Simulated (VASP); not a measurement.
# LaHg (P4/mmm) in VASP: notebook, part 2 of 2

VASP 6.6.1. The steps go on from the part before.

### 3 Single point, LDA (zz strain of +1 %)

Contents of INCAR:

```
SYSTEM = LaHg
PREC = Accurate
ENCUT = 520
EDIFF = 1E-6
ISMEAR = -1
SIGMA = 0.08
LREAL = .FALSE.
LASPH = .TRUE.
NELM = 100
ALGO = Normal
ISIF = 2
LWAVE = .FALSE.
LCHARG = .FALSE.
GGA = CA
NBANDS = 18
```

Contents of KPOINTS:

```
Automatic mesh
0
G
  11 11 11
  0 0 0
```

Contents of POSCAR:

```
LaHg
1.0
    3.8370000000      0.0000000000      0.0000000000
    0.0000000000      3.8370000000      0.0000000000
    0.0000000000      0.0000000000      3.8753700000
La Hg
1 1
Direct
    0.5000000000      0.5000000000      0.5000000000
    0.0000000000      0.0000000000      0.0000000000
```

Potentials or basis: VASP PAW LDA potentials, release 64 (La, Hg).

On the command line:

```bash
cat potpaw_LDA.64/La/POTCAR potpaw_LDA.64/Hg/POTCAR > POTCAR
mpirun -np 1 vasp_std > vasp.out
```

OUTCAR:

```text
SYSTEM = LaHg
   PREC = Accurate
   ENCUT = 520
   EDIFF = 1E-6
   ISMEAR = -1
   LREAL = .FALSE.
   LASPH = .TRUE.
   NELM = 100
   ISIF = 2
   GGA = CA

 ion  position               nearest neighbor table
   1  0.500  0.500  0.500-   2 3.33   2 3.33   2 3.33   2 3.33   2 3.33   2 3.33   2 3.33   2 3.33

   2  0.000  0.000  0.000-   1 3.33   1 3.33   1 3.33   1 3.33   1 3.33   1 3.33   1 3.33   1 3.33

  LATTYP: Found a simple tetragonal cell.
 ALAT       =     3.8370000000
 C/A-ratio  =     1.0100000000

  Lattice vectors:

 A1 = (   3.8370000000,   0.0000000000,   0.0000000000)
 A2 = (   0.0000000000,   3.8370000000,   0.0000000000)
 A3 = (   0.0000000000,   0.0000000000,   3.8753700000)

Analysis of symmetry for initial positions (statically):
=====================================================================
 Subroutine PRICEL returns:
 Original cell was already a primitive cell.

 Routine SETGRP: Setting up the symmetry group for a
 simple tetragonal supercell.

 Subroutine GETGRP returns: Found 16 space group operations
 (whereof 16 operations were pure point group operations)
 out of a pool of 16 trial point group operations.

The static configuration has the point symmetry D_4h.

Analysis of symmetry for dynamics (positions and initial velocities):
=====================================================================
 Subroutine PRICEL returns:
 Original cell was already a primitive cell.

 Routine SETGRP: Setting up the symmetry group for a
 simple tetragonal supercell.

 Subroutine GETGRP returns: Found 16 space group operations
 (whereof 16 operations were pure point group operations)
 out of a pool of 16 trial point group operations.

The dynamic configuration has the point symmetry D_4h.

 Subroutine INISYM returns: Found 16 space group operations
 (whereof 16 operations are pure point group operations),
 and found     1 'primitive' translations

----------------------------------------------------------------------------------------

                                     Primitive cell

  volume of cell :      57.0554

  direct lattice vectors                    reciprocal lattice vectors
     3.837000000  0.000000000  0.000000000     0.260620276  0.000000000  0.000000000
     0.000000000  3.837000000  0.000000000     0.000000000  0.260620276  0.000000000
     0.000000000  0.000000000  3.875370000     0.000000000  0.000000000  0.258039877

  length of vectors
     3.837000000  3.837000000  3.875370000     0.260620276  0.260620276  0.258039877

  position of ions in fractional coordinates (direct lattice)
     0.500000000  0.500000000  0.500000000
     0.000000000  0.000000000  0.000000000

  ion indices of the primitive-cell ions
   primitive index   ion index
                 1           1
                 2           2

----------------------------------------------------------------------------------------

 KPOINTS: Automatic mesh

Automatic generation of k-mesh.
 Grid dimensions read from file:
 generate k-points for:   11   11   11

 Generating k-lattice:

  Cartesian coordinates                     Fractional coordinates (reciprocal lattice)
     0.023692752  0.000000000  0.000000000     0.090909091  0.000000000  0.000000000
     0.000000000  0.023692752  0.000000000     0.000000000  0.090909091  0.000000000
     0.000000000  0.000000000  0.023458171     0.000000000  0.000000000  0.090909091

  Length of vectors
     0.023692752  0.023692752  0.023458171

  Shift w.r.t. Gamma in fractional coordinates (k-lattice)
     0.000000000  0.000000000  0.000000000

 Subroutine IBZKPT returns following result:
 ===========================================

 Found    126 irreducible k-points:

 Following reciprocal coordinates:
            Coordinates               Weight
  0.000000  0.000000  0.000000      1.000000
  0.090909  0.000000  0.000000      4.000000
  0.181818  0.000000  0.000000      4.000000
  0.272727  0.000000  0.000000      4.000000
  0.363636  0.000000  0.000000      4.000000
  0.454545  0.000000  0.000000      4.000000
[... 16 lines left out ...]
  0.090909  0.000000  0.090909      8.000000
  0.181818  0.000000  0.090909      8.000000
 [... further k-points ...]
   k-points           NKPTS =    126   k-points in BZ     NKDIM =    126   number of bands    NBANDS=     18
   number of dos      NEDOS =    301   number of ions     NIONS =      2
   total plane-waves  NPLWV =  27000
   dimension x,y,z NGX =    30 NGY =   30 NGZ =   30
   dimension x,y,z NGXF=    60 NGYF=   60 NGZF=   60
   ions per type =               1   1
   NGX,Y,Z   is equivalent  to a cutoff of  13.00, 13.00, 12.87 a.u.
   NGXF,Y,Z  is equivalent  to a cutoff of  26.00, 26.00, 25.74 a.u.
 SYSTEM =  LaHg
   PREC   = accura    normal or accurate (medium, high low for compatibility)
   ISTART =      0    job   : 0-new  1-cont  2-samecut
   ICHARG =      2    charge: 1-file 2-atom 10-const
   ISPIN  =      1    spin polarized calculation?
   LNONCOLLINEAR =      F non collinear calculations
   LSORBIT =      F    spin-orbit coupling
   LASPH  =      T    aspherical Exc in radial PAW
   ENCUT  =  520.0 eV  38.22 Ry    6.18 a.u.   7.13  7.13  7.21*2*pi/ulx,y,z
   NELM   =    100;   NELMIN=  2; NELMDL= -5     # of ELM steps
   EDIFF  = 0.1E-05   stopping-criterion for ELM
   LREAL  =      F    real-space projection
   EDIFFG = 0.1E-04   stopping-criterion for IOM
   NSW    =      0    number of steps for IOM
   IBRION =     -1    ionic relax: 0-MD 1-quasi-New 2-CG
   NFREE  =      0    steps in history (QN), initial steepest desc. (CG)
   ISIF   =      2    stress and relaxation
   ISYM   =      2    0-nonsym 1-usesym 2-fastsym
   POTIM  = 0.5000    time-step for ionic-motion
   TEBEG  =    0.0;   TEEND  =   0.0 temperature during run
   PSTRESS=    0.0 pullay stress
   NELECT =      23.0000    total number of electrons
   NUPDOWN=      -1.0000    fix difference up-down
   EMIN   =  10.00;   EMAX   =-10.00  energy-range for DOS
   EFERMI =   0.00;   METHOD = LEGACY
   ISMEAR =    -1;   SIGMA  =   0.08  broadening in eV -4-tet -1-fermi 0-gaus
   EFERMI_NEDOS =   21; number of points for ismear=-14 and -15
   IALGO  =     38    algorithm
   IMIX   =      4    mixing-type and parameters
     AMIX     =   0.40;   BMIX     =  1.00
     AMIX_MAG =   1.60;   BMIX_MAG =  1.00
  volume/ion in A,a.u.               =      28.53       192.51
  Fermi-wavevector in a.u.,A,eV,Ry     =   1.209350  2.285339 19.898879  1.462526
  Thomas-Fermi vector in A             =   2.344930
   LORBIT       =      0    0 simple, 1 ext, 2 COOP (PROOUT), +10 PAW based schemes
   GGA     = CA    functional components
   LHFCALC =     F    Hartree Fock is set to
   AEXX    =    0.0000 exact exchange contribution
   IVDW    =     0    specifies the selected vdW correction
   LEPSILON=     F    determine dielectric tensor
   LRPA    =     F    only Hartree local field effects (RPA)
 non-spin polarized calculation
  energy-cutoff  :      520.00
  volume of cell :       57.06
 maximum number of plane-waves:      1554
 NGX is ok and might be reduce to    30
   NGX = 15   NGY = 15   NGZ = 15

 number of electron      22.9999999 magnetization

 Free energy of the ion-electron system (eV)
  ---------------------------------------------------
  ext. energy  EPLUGINS =         0.00000000
  ---------------------------------------------------
  free energy    TOTEN  =        -7.68298250 eV

  energy without entropy =       -7.62477647  energy(sigma->0) =       -7.65387949

 E-fermi :   6.5215     XC(G=0): -10.6074

 val. band max:        6.5197305640   @ k =   0.1818   0.0909   0.0909
 cond. band min:       6.5218243294   @ k =   0.3636   0.0909   0.4545
 fundamental gap:      0.0020937654
 Fermi energy:         6.5214724818

 k-point     1 :       0.0000    0.0000    0.0000
  band No.  band energies     occupation
      1     -26.4288      2.00000
      2      -9.9154      2.00000
      3      -9.8873      2.00000
      4      -9.8873      2.00000
      5      -1.1044      2.00000
      6      -1.1013      2.00000
[... 10 lines left out ...]
     17       7.9781      0.00000
     18       7.9784      0.00000
[... 463 lines left out ...]
 k-point    24 :       0.1818    0.0000    0.0909
  band No.  band energies     occupation
      1     -26.4091      2.00000
      2     -10.1121      2.00000
      3      -9.9565      2.00000
      4      -9.8701      2.00000
      5      -1.0433      2.00000
      6      -0.9372      2.00000
[... 10 lines left out ...]
     17       8.0083      0.00000
     18       8.0241      0.00000

 [... further k-points ...]

------------------------ aborting loop because EDIFF is reached ----------------------------------------

  FORCE on cell =-STRESS in cart. coord.  units (eV):
  Direction    XX          YY          ZZ          XY          YZ          ZX
  --------------------------------------------------------------------------------------
  -------------------------------------------------------------------------------------
  Total       -0.7902692     -0.7902692     -0.8509874      0.0000000      0.0000000      0.0000000
  in kB      -22.1916125    -22.1916125    -23.8966453      0.0000000      0.0000000      0.0000000
  external PRESSURE =     -22.7599568 kB  Pullay stress =       0.0000000 kB

 VOLUME and BASIS-vectors are now :
 -----------------------------------------------------------------------------
  energy-cutoff  :      520.00
  volume of cell :       57.06
      direct lattice vectors                 reciprocal lattice vectors
     3.837000000  0.000000000  0.000000000     0.260620276  0.000000000  0.000000000
     0.000000000  3.837000000  0.000000000     0.000000000  0.260620276  0.000000000
     0.000000000  0.000000000  3.875370000     0.000000000  0.000000000  0.258039877

 POSITION                                       TOTAL-FORCE (eV/Angst)
 -----------------------------------------------------------------------------------
      1.91850      1.91850      1.93769         0.000000      0.000000      0.000000
      0.00000      0.00000      0.00000         0.000000      0.000000      0.000000
 -----------------------------------------------------------------------------------
    total drift:                               -0.000000     -0.000000     -0.000000

  FREE ENERGIE OF THE ION-ELECTRON SYSTEM (eV)
  ---------------------------------------------------
  free  energy   TOTEN  =        -7.6829825040 eV

  energy  without entropy=       -7.6247764727  energy(sigma->0) =       -7.65387949
```

stdout:

```text
POSCAR found type information on POSCAR LaHg
 POSCAR found :  2 types and       2 ions
 scaLAPACK will be used
 LDA part: xc-table for (Slater(with rela. corr.)+CA(PZ))
 , standard interpolation
 POSCAR, INCAR and KPOINTS ok, starting setup
 FFT: planning ... GRIDC
 FFT: planning ... GRID_SOFT
 FFT: planning ... GRID
 WAVECAR not read
 entering main loop
```

It took 2.2 min on 1 thread of Oxide Virtual Turin-like, shared host; peak memory 0.25 GiB.

What came out:

```
Free energy            : -7.6830 eV
Pressure               : -2.3 GPa
Band gap on the k mesh : zero (an odd number of electrons rules out a gap without spin polarisation)
```

Levels at points of the mesh, in eV from the Fermi level:
```
           k point  band 8  band 9  band 10  band 11  band 12  band 13  band 14  band 15
(0.00, 0.00, 0.00)   -7.20   -7.19    -7.06    -0.06    -0.04     1.33     1.36     1.36
```

Caveat: the cell differs from its parent crystal (zz strain of +1 %); spin-orbit coupling is left out, which moves the levels of the heavy elements.

### 4 Single point, LDA (zz strain of +2 %)

Contents of INCAR:

```
SYSTEM = LaHg
PREC = Accurate
ENCUT = 520
EDIFF = 1E-7
ISMEAR = -1
SIGMA = 0.08
LREAL = .FALSE.
LASPH = .TRUE.
NELM = 100
ALGO = Normal
ISIF = 2
LWAVE = .FALSE.
LCHARG = .TRUE.
GGA = CA
LELF = .TRUE.
LVHAR = .TRUE.
NBANDS = 18
```

Contents of KPOINTS:

```
regular mesh
0
G
  11 11 11
  0 0 0
```

Edit POSCAR of step 3 so:

```diff
@@ -4,3 +4,3 @@
     0.0000000000      3.8370000000      0.0000000000
-    0.0000000000      0.0000000000      3.8753700000
+    0.0000000000      0.0000000000      3.9137400000
 La Hg
```

Potentials or basis: VASP PAW LDA potentials, release 64 (La, Hg).

On the command line:

```bash
cat potpaw_LDA.64/La/POTCAR potpaw_LDA.64/Hg/POTCAR > POTCAR
mpirun -np 1 vasp_std > vasp.out
```

OUTCAR:

```text
SYSTEM = LaHg
   PREC = Accurate
   ENCUT = 520
   EDIFF = 1E-7
   ISMEAR = -1
   LREAL = .FALSE.
   LASPH = .TRUE.
   NELM = 100
   ISIF = 2
   GGA = CA

 ion  position               nearest neighbor table
   1  0.500  0.500  0.500-   2 3.35   2 3.35   2 3.35   2 3.35   2 3.35   2 3.35   2 3.35   2 3.35

   2  0.000  0.000  0.000-   1 3.35   1 3.35   1 3.35   1 3.35   1 3.35   1 3.35   1 3.35   1 3.35

  LATTYP: Found a simple tetragonal cell.
 ALAT       =     3.8370000000
[... 695 lines left out ...]
------------------------ aborting loop because EDIFF is reached ----------------------------------------

  FORCE on cell =-STRESS in cart. coord.  units (eV):
  Direction    XX          YY          ZZ          XY          YZ          ZX
  --------------------------------------------------------------------------------------
  -------------------------------------------------------------------------------------
  Total       -0.9630421     -0.9630421     -1.0883656      0.0000000     -0.0000000      0.0000000
  in kB      -26.7781321    -26.7781321    -30.2628510      0.0000000     -0.0000000      0.0000000
  external PRESSURE =     -27.9397051 kB  Pullay stress =       0.0000000 kB

 VOLUME and BASIS-vectors are now :
 -----------------------------------------------------------------------------
  energy-cutoff  :      520.00
  volume of cell :       57.62
      direct lattice vectors                 reciprocal lattice vectors
     3.837000000  0.000000000  0.000000000     0.260620276  0.000000000  0.000000000
     0.000000000  3.837000000  0.000000000     0.000000000  0.260620276  0.000000000
     0.000000000  0.000000000  3.913740000     0.000000000  0.000000000  0.255510075

 POSITION                                       TOTAL-FORCE (eV/Angst)
 -----------------------------------------------------------------------------------
      1.91850      1.91850      1.95687         0.000000      0.000000      0.000000
      0.00000      0.00000      0.00000         0.000000      0.000000      0.000000
 -----------------------------------------------------------------------------------
    total drift:                                0.000000     -0.000000     -0.000000

  FREE ENERGIE OF THE ION-ELECTRON SYSTEM (eV)
  ---------------------------------------------------
  free  energy   TOTEN  =        -7.6736366945 eV

  energy  without entropy=       -7.6150766668  energy(sigma->0) =       -7.64435668
```

OSZICAR:

```text
N       E                     dE             d eps       ncg     rms          rms(c)
DAV:   1     0.200516656844E+03    0.20052E+03   -0.96176E+03  4632   0.183E+03
DAV:   2     0.202256625250E+02   -0.18029E+03   -0.16723E+03  5564   0.268E+02
DAV:   3    -0.634739884908E+01   -0.26573E+02   -0.25235E+02  6312   0.136E+02
DAV:   4    -0.811669884807E+01   -0.17693E+01   -0.16763E+01  8212   0.305E+01
DAV:   5    -0.817832758901E+01   -0.61629E-01   -0.60821E-01  6460   0.441E+00    0.420E+00
DAV:   6    -0.768959335952E+01    0.48873E+00   -0.29454E+00  7472   0.139E+01    0.303E+00
DAV:   7    -0.768386572113E+01    0.57276E-02   -0.14096E-01  7328   0.317E+00    0.163E+00
DAV:   8    -0.767420459203E+01    0.96611E-02   -0.16477E-02  7632   0.109E+00    0.139E-01
DAV:   9    -0.767367743640E+01    0.52716E-03   -0.17059E-03  8120   0.355E-01    0.423E-02
DAV:  10    -0.767364009758E+01    0.37339E-04   -0.24123E-04  8224   0.131E-01    0.233E-02
DAV:  11    -0.767363696330E+01    0.31343E-05   -0.15565E-05  7062   0.321E-02    0.119E-02
DAV:  12    -0.767363668165E+01    0.28165E-06   -0.68064E-06  8064   0.173E-02    0.943E-04
DAV:  13    -0.767363669450E+01   -0.12845E-07   -0.22824E-07  5238   0.339E-03
   1 F= -.76736367E+01 E0= -.76443567E+01  d E =-.585600E-01
```

stdout:

```text
POSCAR found type information on POSCAR LaHg
 POSCAR found :  2 types and       2 ions
 scaLAPACK will be used
 LDA part: xc-table for (Slater(with rela. corr.)+CA(PZ))
 , standard interpolation
 POSCAR, INCAR and KPOINTS ok, starting setup
 FFT: planning ... GRIDC
 FFT: planning ... GRID_SOFT
 FFT: planning ... GRID
 WAVECAR not read
 entering main loop
```

It took 3.9 min on 1 thread of Oxide Virtual Turin-like, shared host; peak memory 0.25 GiB.

What came out:

```yaml
Free_energy: -7.6736 eV
Pressure: -2.8 GPa
Band_gap_on_the_k_mesh: zero (an odd number of electrons rules out a gap without spin polarisation)
```

Stress tensor (GPa, compression positive):
```
-2.68  0.00  0.00
 0.00 -2.68  0.00
 0.00  0.00 -3.03
```

Caveat: the cell differs from its parent crystal (zz strain of +2 %); spin-orbit coupling is left out, which moves the levels of the heavy elements.

### 5 Single point, LDA (equal xx and yy strain of +1 %)

Contents of INCAR:

```
SYSTEM = LaHg
PREC = Accurate
ENCUT = 520
EDIFF = 1E-6
ISMEAR = -1
SIGMA = 0.08
LREAL = .FALSE.
LASPH = .TRUE.
NELM = 60
ALGO = Normal
ISIF = 2
LWAVE = .FALSE.
LCHARG = .TRUE.
LELF = .TRUE.
LVHAR = .TRUE.
NBANDS = 18
```

Contents of KPOINTS:

```
Automatic mesh
0
G
  11 11 11
  0 0 0
```

Contents of POSCAR:

```
LaHg
1.0
    3.8753700000      0.0000000000      0.0000000000
    0.0000000000      3.8753700000      0.0000000000
    0.0000000000      0.0000000000      3.8370000000
La Hg
1 1
Direct
    0.5000000000      0.5000000000      0.5000000000
    0.0000000000      0.0000000000      0.0000000000
```

On the command line:

```bash
cat potpaw_LDA.64/La/POTCAR potpaw_LDA.64/Hg/POTCAR > POTCAR
mpirun -np 1 vasp_std > vasp.out
```

It took 3.3 min on 1 thread of Oxide Virtual Turin-like, shared host; peak memory 0.25 GiB.

The run converged. Its results:

```yaml
Free_energy: -7.6741 eV
Pressure: -2.8 GPa
Band_gap_on_the_k_mesh: zero (an odd number of electrons rules out a gap without spin polarisation)
```

Stress tensor (GPa, compression positive):
```
-2.85  0.00  0.00
 0.00 -2.85  0.00
 0.00  0.00 -2.67
```

Levels at points of the mesh, in eV from the Fermi level:
```
           k point  band 8  band 9  band 10  band 11  band 12  band 13  band 14  band 15
(0.00, 0.00, 0.00)   -7.17   -7.17    -7.03    -0.06    -0.03     1.32     1.32     1.35
```

Caveat: the cell differs from its parent crystal (equal xx and yy strain of +1 %); spin-orbit coupling is left out, which moves the levels of the heavy elements.

### 6 Single point, LDA (equal xx and yy strain of +2 %)

Contents of INCAR:

```
ALGO = Normal ; EDIFF = 1E-6
ENCUT = 520 ; GGA = CA
ISIF = 2 ; ISMEAR = -1
LASPH = T ; LCHARG = T
LELF = T ; LREAL = F
LVHAR = T ; LWAVE = F
NBANDS = 18 ; NELM = 100
PREC = Accurate ; SIGMA = 0.08
```

Contents of KPOINTS:

```
k-points
0
Gamma
  11 11 11
```

Contents of POSCAR:

```
LaHg
1.0
    3.9137400000      0.0000000000      0.0000000000
    0.0000000000      3.9137400000      0.0000000000
    0.0000000000      0.0000000000      3.8370000000
La Hg
1 1
Direct
    0.5000000000      0.5000000000      0.5000000000
    0.0000000000      0.0000000000      0.0000000000
```

Potentials or basis: VASP PAW LDA potentials, release 64 (La, Hg).

On the command line:

```bash
cat potpaw_LDA.64/La/POTCAR potpaw_LDA.64/Hg/POTCAR > POTCAR
mpirun -np 1 vasp_std > vasp.out
```

It took 3.2 min on 1 thread of Oxide Virtual Turin-like, shared host; peak memory 0.25 GiB.

It converged, with:

```yaml
Free_energy: -7.6504 eV
Pressure: -3.7 GPa
Band_gap_on_the_k_mesh: zero (an odd number of electrons rules out a gap without spin polarisation)
```

Stress tensor (GPa, compression positive):
```
-3.87  0.00  0.00
 0.00 -3.87  0.00
 0.00  0.00 -3.51
```

Levels at points of the mesh, in eV from the Fermi level:
| k point | band 8 | band 9 | band 10 | band 11 | band 12 | band 13 | band 14 | band 15 |
| --- | --- | --- | --- | --- | --- | --- | --- | --- |
| (0.00, 0.00, 0.00) | -7.12 | -7.12 | -6.95 | -0.07 | -0.02 | 1.27 | 1.27 | 1.32 |

Caveat: the cell differs from its parent crystal (equal xx and yy strain of +2 %); the cell stands under tension; spin-orbit coupling is left out, which moves the levels of the heavy elements.

### 7 The runs side by side

| cell | gap on the mesh (eV) | pressure (GPa) |
| --- | --- | --- |
| a = 3.837, b = 3.837, c = 3.799 Å, 2 atoms | none | -1.2 |
| a = 3.837, b = 3.837, c = 3.875 Å, 2 atoms | none | -2.3 |
| a = 3.837, b = 3.837, c = 3.914 Å, 2 atoms | none | -2.8 |
| a = 3.875, b = 3.875, c = 3.837 Å, 2 atoms | none | -2.8 |
| a = 3.914, b = 3.914, c = 3.837 Å, 2 atoms | none | -3.7 |

Alike in all rows: task single point; level LDA; potentials or basis VASP PAW LDA potentials, release 64 (La, Hg); no spin polarisation; k mesh 11 × 11 × 11; cutoff (eV) 520; smearing fermi-dirac 0.08 eV.

Caveats: spin-orbit coupling is left out, which moves the levels of the heavy elements; the cell stands under tension (at least some runs).

Absolute energies hang on the potentials; compare differences alone.
